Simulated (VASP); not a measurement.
Write the native input for VASP 6.6.1 that does the following.

- Task: relaxation of cell and atoms
- Functional: r2SCAN
- Potentials or basis: VASP PAW PBE potentials, release 64 (Ga_d)
- Cutoff: 600 eV
- k mesh: 6 × 6 × 4
- Occupations: gaussian, width 0.1 eV
- Spin: no spin polarisation
- Dipole correction: no
- Further INCAR settings: ALGO = Normal; EDIFF = 1e-06; IBRION = 2; EDIFFG = -0.04; NSW = 90; ISIF = 3

Crystal: Ga.

```xyz
2
Lattice="3.0991 0.0000 0.0000 -1.5495 2.6839 0.0000 0.0000 0.0000 5.0300" Properties=species:S:1:pos:R:3 pbc="T T T"
Ga    0.0000    1.7893    1.2575
Ga    1.5495    0.8946    3.7725
```

This isn't the form of Ga at room conditions, which is orthorhombic.

These files were run (other wordings do the same):

POSCAR

```
Ga
1.0
    3.0990847592      0.0000000000      0.0000000000
   -1.5495423796      2.6838861299      0.0000000000
    0.0000000000      0.0000000000      5.0299786901
Ga
2
Direct
    0.3333333333      0.6666666667      0.2500000000
    0.6666666667      0.3333333333      0.7500000000
```

INCAR.step1

```
SYSTEM = Ga
  PREC = Accurate
  ENCUT = 600
  ISMEAR = 0
  SIGMA = 0.1
  LREAL = .False.
  LASPH = .True.
  NELM = 60
  GGA = PE
  ALGO = Normal
  EDIFF = 1E-4
  LWAVE = .True.
  LCHARG = .False.
```

INCAR.step2

```
SYSTEM = Ga
  PREC = Accurate
  ENCUT = 600
  EDIFF = 1E-6
  ISMEAR = 0
  SIGMA = 0.1
  LREAL = .False.
  LASPH = .True.
  NELM = 60
  ALGO = Normal
  ISIF = 3
  LWAVE = .False.
  LCHARG = .False.
  METAGGA = R2SCAN
  LMIXTAU = .True.
  IBRION = 2
  NSW = 90
  EDIFFG = -0.04
  ISTART = 1
```

KPOINTS

```
regular mesh
0
Gamma
  6 6 4
  0 0 0
```

Potentials or basis: VASP PAW PBE potentials, release 64 (Ga_d).

Run with:

```sh
$ cat potpaw_PBE.64/Ga_d/POTCAR > POTCAR
$ cp INCAR.step1 INCAR
$ mpirun -np 1 vasp_std > vasp.out
$ cp INCAR.step2 INCAR
$ mpirun -np 1 vasp_std > vasp.out
```

It gave:

```yaml
Relaxed_volume: 17.83 Å³/atom
Relaxed_cell: a = 2.905 Å, b = 2.905 Å, c = 4.880 Å, α = 90.00°, β = 90.00°, γ = 120.00°
Space_group_after_relaxing_to_0.1_Å: P6_3/mmc (No. 194)
Energy_gained_by_relaxing: 76.7 meV/atom
Ionic_steps: 6
Pressure_after_relaxing: 0.3 GPa
Band_gap_on_the_k_mesh: zero (bands 13 and 14 overlap by 7.56 eV)
```

Caveat: the k points lie up to 0.42 Å⁻¹ apart in the final cell, too coarse for converged energies and pressures of a metal; the PAW data sets were made with another functional, which shifts forces and pressure a little.

It took 14 min on 1 thread of Intel Xeon 8259CL, on a shared host, peak memory 0.2 GiB.
